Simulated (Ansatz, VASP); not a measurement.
## Two plane-wave programs on BN

```xyz
2
Lattice="0.0000 1.8130 1.8130 1.8130 0.0000 1.8130 1.8130 1.8130 0.0000" Properties=species:S:1:pos:R:3 pbc="T T T"
B     0.0000    0.0000    0.0000
N     2.7195    2.7195    2.7195
```

Alike in both runs: task single point; functional PBEsol; k mesh 12 × 12 × 12; occupations gaussian, width 0.1 eV; no spin polarisation.

|  | VASP | Ansatz |
| --- | --- | --- |
| version | VASP 6.6.1 | Ansatz 0.2.0 |
| potentials or method | VASP PAW PBE potentials, release 64 (B, N), cutoff 600 eV | scalar-relativistic, plane waves, PAW |
| valence electrons in the cell | 8 | 8 |

Ansatz gave:

| Quantity | Value |
| --- | --- |
| gap on the k mesh at the Fermi level (eV) | 4.28 |
| least direct gap on the mesh (eV) | 8.73 |
| pressure (GPa) | -6.3 |

Q: What did VASP give for the same quantities?

A: gap on the k mesh at the Fermi level (eV): 4.27; least direct gap on the mesh (eV): 8.72; pressure (GPa): -6.0.

VASP's potentials were made for PBE, not for PBEsol. The functional is the same, so the differences come from potentials, cutoffs and numerics.
